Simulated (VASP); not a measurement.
# GaPtSe3 (Pm-3m) in VASP: further runs

Runs on GaPtSe3. Level: PBE. Tasks: single point, relaxation of cell and atoms.

All numbers are computed with VASP 6.6.1; they aren't measurements. Logs are shortened: lines on timing, memory, paths and dates and some standing lists are left out, and cuts for length are marked.

### Step 1. The cell of the first run

It takes space group Pm-3m (No. 221, cubic). The conventional cell has a = 5.029 Å, b = 5.029 Å, c = 5.029 Å, α = 90.00°, β = 90.00°, γ = 90.00°. Within 4.7 Å of Ga (site symmetry m-3m) lie 12 Se at 3.56 Å and 8 Pt at 4.36 Å. Pt (site symmetry m-3m) has 6 Se at 2.51 Å within 3.3 Å. Se (site symmetry 4/mmm) has 2 Pt at 2.51 Å within 3.3 Å.

### Step 2. Single point, PBE

INCAR reads:

```
SYSTEM = GaPtSe3
PREC     = Accurate       ! precision mode
ENCUT    = 520            ! plane-wave cutoff, eV
EDIFF    = 1E-7           ! SCF threshold, eV
ISMEAR   = 0              ! smearing method
SIGMA    = 0.1            ! smearing width, eV
LREAL    = .FALSE.        ! projectors in reciprocal space
LASPH    = .TRUE.         ! aspherical terms in the spheres
NELM     = 80             ! most SCF steps
ALGO     = Normal         ! electronic algorithm
ISIF     = 2              ! what is computed and relaxed
LWAVE    = .FALSE.        ! write WAVECAR
LCHARG   = .TRUE.         ! write CHGCAR
GGA      = PE             ! functional
LELF     = .TRUE.         ! ELF
LVHAR    = .TRUE.       
NBANDS   = 28             ! bands
```

KPOINTS reads:

```
regular mesh
0
G
  4 4 4
  0 0 0
```

POSCAR reads:

```
GaPtSe3
1.0
    5.0294589787      0.0000000000      0.0000000000
    0.0000000000      5.0294589787      0.0000000000
    0.0000000000      0.0000000000      5.0294589787
Ga Pt Se
1 1 3
Direct
    0.0000000000      0.0000000000      0.0000000000
    0.5000000000      0.5000000000      0.5000000000
    0.0000000000      0.5000000000      0.5000000000
    0.5000000000      0.0000000000      0.5000000000
    0.5000000000      0.5000000000      0.0000000000
```

Potentials or basis: VASP PAW PBE potentials, release 64 (Ga_d, Pt, Se).

Command:

```console
> cat potpaw_PBE.64/Ga_d/POTCAR potpaw_PBE.64/Pt/POTCAR potpaw_PBE.64/Se/POTCAR > POTCAR
> mpirun -np 1 vasp_std > vasp.out
```

OUTCAR:

```text
SYSTEM = GaPtSe3
   PREC = Accurate
   ENCUT = 520
   EDIFF = 1E-7
   ISMEAR = 0
   LREAL = .FALSE.
   LASPH = .TRUE.
   NELM = 80
   ISIF = 2
   GGA = PE

 ion  position               nearest neighbor table
   1  0.000  0.000  0.000-
   2  0.500  0.500  0.500-   3 2.51   4 2.51   5 2.51   5 2.51   4 2.51   3 2.51
   3  0.000  0.500  0.500-   2 2.51   2 2.51
   4  0.500  0.000  0.500-   2 2.51   2 2.51
   5  0.500  0.500  0.000-   2 2.51   2 2.51

  LATTYP: Found a simple cubic cell.
 ALAT       =     5.0294589787

  Lattice vectors:

 A1 = (   5.0294589787,   0.0000000000,   0.0000000000)
 A2 = (   0.0000000000,   5.0294589787,   0.0000000000)
 A3 = (   0.0000000000,   0.0000000000,   5.0294589787)

Analysis of symmetry for initial positions (statically):
=====================================================================
 Subroutine PRICEL returns:
 Original cell was already a primitive cell.

 Routine SETGRP: Setting up the symmetry group for a
 simple cubic supercell.

 Subroutine GETGRP returns: Found 48 space group operations
 (whereof 48 operations were pure point group operations)
 out of a pool of 48 trial point group operations.

The static configuration has the point symmetry O_h .

Analysis of symmetry for dynamics (positions and initial velocities):
=====================================================================
 Subroutine PRICEL returns:
 Original cell was already a primitive cell.

 Routine SETGRP: Setting up the symmetry group for a
 simple cubic supercell.

 Subroutine GETGRP returns: Found 48 space group operations
 (whereof 48 operations were pure point group operations)
 out of a pool of 48 trial point group operations.

The dynamic configuration has the point symmetry O_h .

 Subroutine INISYM returns: Found 48 space group operations
 (whereof 48 operations are pure point group operations),
 and found     1 'primitive' translations

----------------------------------------------------------------------------------------

                                     Primitive cell

  volume of cell :     127.2225

  direct lattice vectors                    reciprocal lattice vectors
     5.029458979  0.000000000  0.000000000     0.198828543  0.000000000  0.000000000
     0.000000000  5.029458979  0.000000000     0.000000000  0.198828543  0.000000000
     0.000000000  0.000000000  5.029458979     0.000000000  0.000000000  0.198828543

  length of vectors
     5.029458979  5.029458979  5.029458979     0.198828543  0.198828543  0.198828543

  position of ions in fractional coordinates (direct lattice)
     0.000000000  0.000000000  0.000000000
     0.500000000  0.500000000  0.500000000
     0.000000000  0.500000000  0.500000000
     0.500000000  0.000000000  0.500000000
     0.500000000  0.500000000  0.000000000

  ion indices of the primitive-cell ions
   primitive index   ion index
                 1           1
                 2           2
                 3           3
                 4           4
                 5           5

----------------------------------------------------------------------------------------

 KPOINTS: regular mesh

Automatic generation of k-mesh.
 Grid dimensions read from file:
 generate k-points for:    4    4    4

 Generating k-lattice:

  Cartesian coordinates                     Fractional coordinates (reciprocal lattice)
     0.049707136  0.000000000  0.000000000     0.250000000  0.000000000  0.000000000
     0.000000000  0.049707136  0.000000000     0.000000000  0.250000000  0.000000000
     0.000000000  0.000000000  0.049707136     0.000000000  0.000000000  0.250000000

  Length of vectors
     0.049707136  0.049707136  0.049707136

  Shift w.r.t. Gamma in fractional coordinates (k-lattice)
     0.000000000  0.000000000  0.000000000

 Subroutine IBZKPT returns following result:
 ===========================================

 Found     10 irreducible k-points:

 Following reciprocal coordinates:
            Coordinates               Weight
  0.000000  0.000000  0.000000      1.000000
  0.250000  0.000000  0.000000      6.000000
  0.500000  0.000000  0.000000      3.000000
  0.250000  0.250000  0.000000     12.000000
  0.500000  0.250000  0.000000     12.000000
  0.500000  0.500000  0.000000      3.000000
  0.250000  0.250000  0.250000      8.000000
  0.500000  0.250000  0.250000     12.000000
  0.500000  0.500000  0.250000      6.000000
  0.500000  0.500000  0.500000      1.000000
   k-points           NKPTS =     10   k-points in BZ     NKDIM =     10   number of bands    NBANDS=     28
   number of dos      NEDOS =    301   number of ions     NIONS =      5
   total plane-waves  NPLWV =  64000
   dimension x,y,z NGX =    40 NGY =   40 NGZ =   40
   dimension x,y,z NGXF=    80 NGYF=   80 NGZF=   80
   ions per type =               1   1   3
   NGX,Y,Z   is equivalent  to a cutoff of  13.22, 13.22, 13.22 a.u.
   NGXF,Y,Z  is equivalent  to a cutoff of  26.44, 26.44, 26.44 a.u.
 SYSTEM =  GaPtSe3
   PREC   = accura    normal or accurate (medium, high low for compatibility)
   ISTART =      0    job   : 0-new  1-cont  2-samecut
   ICHARG =      2    charge: 1-file 2-atom 10-const
   ISPIN  =      1    spin polarized calculation?
   LNONCOLLINEAR =      F non collinear calculations
   LSORBIT =      F    spin-orbit coupling
   LASPH  =      T    aspherical Exc in radial PAW
   ENCUT  =  520.0 eV  38.22 Ry    6.18 a.u.   9.35  9.35  9.35*2*pi/ulx,y,z
   NELM   =     80;   NELMIN=  2; NELMDL= -5     # of ELM steps
   EDIFF  = 0.1E-06   stopping-criterion for ELM
   LREAL  =      F    real-space projection
   EDIFFG = 0.1E-05   stopping-criterion for IOM
   NSW    =      0    number of steps for IOM
   IBRION =     -1    ionic relax: 0-MD 1-quasi-New 2-CG
   NFREE  =      0    steps in history (QN), initial steepest desc. (CG)
   ISIF   =      2    stress and relaxation
   ISYM   =      2    0-nonsym 1-usesym 2-fastsym
   POTIM  = 0.5000    time-step for ionic-motion
   TEBEG  =    0.0;   TEEND  =   0.0 temperature during run
   PSTRESS=    0.0 pullay stress
   NELECT =      41.0000    total number of electrons
   NUPDOWN=      -1.0000    fix difference up-down
   EMIN   =  10.00;   EMAX   =-10.00  energy-range for DOS
   EFERMI =   0.00;   METHOD = LEGACY
   ISMEAR =     0;   SIGMA  =   0.10  broadening in eV -4-tet -1-fermi 0-gaus
   EFERMI_NEDOS =   21; number of points for ismear=-14 and -15
   IALGO  =     38    algorithm
   IMIX   =      4    mixing-type and parameters
     AMIX     =   0.40;   BMIX     =  1.00
     AMIX_MAG =   1.60;   BMIX_MAG =  1.00
  volume/ion in A,a.u.               =      25.44       171.71
  Fermi-wavevector in a.u.,A,eV,Ry     =   1.122401  2.121031 17.140413  1.259785
  Thomas-Fermi vector in A             =   2.259061
   LORBIT       =      0    0 simple, 1 ext, 2 COOP (PROOUT), +10 PAW based schemes
   GGA     = PE    functional components
   LHFCALC =     F    Hartree Fock is set to
   AEXX    =    0.0000 exact exchange contribution
   IVDW    =     0    specifies the selected vdW correction
   LEPSILON=     F    determine dielectric tensor
   LRPA    =     F    only Hartree local field effects (RPA)
 non-spin polarized calculation
 Gauss-broadening in eV      SIGMA  =   0.10
  energy-cutoff  :      520.00
  volume of cell :      127.22
 maximum number of plane-waves:      3450
 NGX is ok and might be reduce to    40
   NGX = 19   NGY = 19   NGZ = 19

 number of electron      41.0000012 magnetization

 Free energy of the ion-electron system (eV)
  ---------------------------------------------------
  ext. energy  EPLUGINS =         0.00000000
  ---------------------------------------------------
  free energy    TOTEN  =       -18.12510110 eV

  energy without entropy =      -18.09542121  energy(sigma->0) =      -18.11026115

 E-fermi :   2.9018     XC(G=0):  -9.4971

 val. band max:        2.8956135969   @ k =   0.2500   0.2500   0.2500
 cond. band min:       3.0017879264   @ k =   0.5000   0.5000   0.0000
 fundamental gap:      0.1061743295
 Fermi energy:         2.9018348878

 k-point     1 :       0.0000    0.0000    0.0000
  band No.  band energies     occupation
      1     -11.1784      2.00000
      2     -11.1784      2.00000
      3     -11.1751      2.00000
      4     -11.1751      2.00000
      5     -11.1751      2.00000
      6     -10.5800      2.00000
[... 20 lines left out ...]
     27       7.7903      0.00000
     28       8.8222      0.00000

 k-point     2 :       0.2500    0.0000    0.0000
  band No.  band energies     occupation
      1     -11.1773      2.00000
      2     -11.1772      2.00000
      3     -11.1756      2.00000
      4     -11.1756      2.00000
      5     -11.1751      2.00000
      6     -10.3867      2.00000
[... 20 lines left out ...]
     27       7.2334      0.00000
     28       9.8774      0.00000

 k-point     3 :       0.5000    0.0000    0.0000
  band No.  band energies     occupation
      1     -11.1762      2.00000
      2     -11.1761      2.00000
      3     -11.1761      2.00000
      4     -11.1760      2.00000
      5     -11.1751      2.00000
      6     -10.1385      2.00000
[... 20 lines left out ...]
     27      10.0259      0.00000
     28      11.3643      0.00000

 k-point     4 :       0.2500    0.2500    0.0000
  band No.  band energies     occupation
      1     -11.1782      2.00000
      2     -11.1763      2.00000
      3     -11.1759      2.00000
      4     -11.1756      2.00000
      5     -11.1756      2.00000
      6     -10.1867      2.00000
[... 20 lines left out ...]
     27       7.6559      0.00000
     28      10.2035      0.00000

 k-point     5 :       0.5000    0.2500    0.0000
  band No.  band energies     occupation
      1     -11.1800      2.00000
      2     -11.1761      2.00000
      3     -11.1757      2.00000
      4     -11.1756      2.00000
      5     -11.1747      2.00000
      6      -9.9262      2.00000
[... 20 lines left out ...]
     27      10.2302      0.00000
     28      11.0833      0.00000

 k-point     6 :       0.5000    0.5000    0.0000
  band No.  band energies     occupation
      1     -11.1836      2.00000
      2     -11.1761      2.00000
      3     -11.1761      2.00000
      4     -11.1752      2.00000
      5     -11.1733      2.00000
      6      -9.6366      2.00000
[... 20 lines left out ...]
     27      10.2465      0.00000
     28      10.2465      0.00000

 k-point     7 :       0.2500    0.2500    0.2500
  band No.  band energies     occupation
      1     -11.1782      2.00000
      2     -11.1775      2.00000
      3     -11.1775      2.00000
      4     -11.1750      2.00000
      5     -11.1750      2.00000
      6      -9.9824      2.00000
[... 20 lines left out ...]
     27       7.8818      0.00000
     28      10.6539      0.00000

 k-point     8 :       0.5000    0.2500    0.2500
  band No.  band energies     occupation
      1     -11.1799      2.00000
      2     -11.1789      2.00000
      3     -11.1774      2.00000
      4     -11.1747      2.00000
      5     -11.1741      2.00000
      6      -9.7128      2.00000
[... 20 lines left out ...]
     27      10.0557      0.00000
     28      10.7921      0.00000

 k-point     9 :       0.5000    0.5000    0.2500
  band No.  band energies     occupation
      1     -11.1826      2.00000
      2     -11.1789      2.00000
      3     -11.1789      2.00000
      4     -11.1742      2.00000
      5     -11.1733      2.00000
      6      -9.4188      2.00000
[... 20 lines left out ...]
     27       9.8757      0.00000
     28       9.8757      0.00000

 k-point    10 :       0.5000    0.5000    0.5000
  band No.  band energies     occupation
      1     -11.1817      2.00000
      2     -11.1817      2.00000
      3     -11.1817      2.00000
      4     -11.1732      2.00000
      5     -11.1732      2.00000
      6      -9.1619      2.00000
[... 20 lines left out ...]
     27       9.0609      0.00000
     28       9.0609      0.00000

------------------------ aborting loop because EDIFF is reached ----------------------------------------

  FORCE on cell =-STRESS in cart. coord.  units (eV):
  Direction    XX          YY          ZZ          XY          YZ          ZX
  --------------------------------------------------------------------------------------
  -------------------------------------------------------------------------------------
  Total        0.0688084      0.0688084      0.0688084      0.0000000      0.0000000     -0.0000000
  in kB        0.8665397      0.8665397      0.8665397      0.0000000      0.0000000     -0.0000000
  external PRESSURE =       0.8665397 kB  Pullay stress =       0.0000000 kB

 VOLUME and BASIS-vectors are now :
 -----------------------------------------------------------------------------
  energy-cutoff  :      520.00
  volume of cell :      127.22
      direct lattice vectors                 reciprocal lattice vectors
     5.029458979  0.000000000  0.000000000     0.198828543  0.000000000  0.000000000
     0.000000000  5.029458979  0.000000000     0.000000000  0.198828543  0.000000000
     0.000000000  0.000000000  5.029458979     0.000000000  0.000000000  0.198828543

 POSITION                                       TOTAL-FORCE (eV/Angst)
 -----------------------------------------------------------------------------------
      0.00000      0.00000      0.00000         0.000000      0.000000      0.000000
      2.51473      2.51473      2.51473         0.000000      0.000000      0.000000
      0.00000      2.51473      2.51473         0.000000      0.000000      0.000000
      2.51473      0.00000      2.51473         0.000000      0.000000      0.000000
      2.51473      2.51473      0.00000         0.000000      0.000000      0.000000
 -----------------------------------------------------------------------------------
    total drift:                               -0.000000      0.000000     -0.000000

  FREE ENERGIE OF THE ION-ELECTRON SYSTEM (eV)
  ---------------------------------------------------
  free  energy   TOTEN  =       -18.1251011016 eV

  energy  without entropy=      -18.0954212067  energy(sigma->0) =      -18.11026115
```

Wall time 65 s (1 thread of Intel Xeon 8259CL, shared host); peak memory 0.26 GiB.

Results:

| Quantity | Value |
| --- | --- |
| Free energy | -18.1251 eV |
| Pressure | 0.1 GPa |

Levels at points of the mesh, in eV from the Fermi level:
| k point | band 17 | band 18 | band 19 | band 20 | band 21 | band 22 | band 23 | band 24 | band 25 | band 26 |
| --- | --- | --- | --- | --- | --- | --- | --- | --- | --- | --- |
| (0.00, 0.00, 0.00) | -1.89 | -0.61 | -0.61 | -0.61 | -0.25 | -0.25 | -0.25 | 1.80 | 4.89 | 4.89 |
| (0.50, 0.00, 0.00) | -1.10 | -0.35 | -0.29 | -0.23 | -0.23 | -0.13 | -0.13 | 2.46 | 3.96 | 3.96 |
| (0.50, 0.50, 0.00) | -1.85 | -1.21 | 0.10 | 0.10 | 0.15 | 0.74 | 2.70 | 4.14 | 4.14 | 4.52 |
| (0.50, 0.50, 0.50) | -0.90 | -0.90 | 0.77 | 0.77 | 0.77 | 4.57 | 4.57 | 5.25 | 5.25 | 5.25 |

Caveat: spin-orbit coupling is left out, which moves the levels of the heavy elements.

(Part 1 of 2 ends here.)
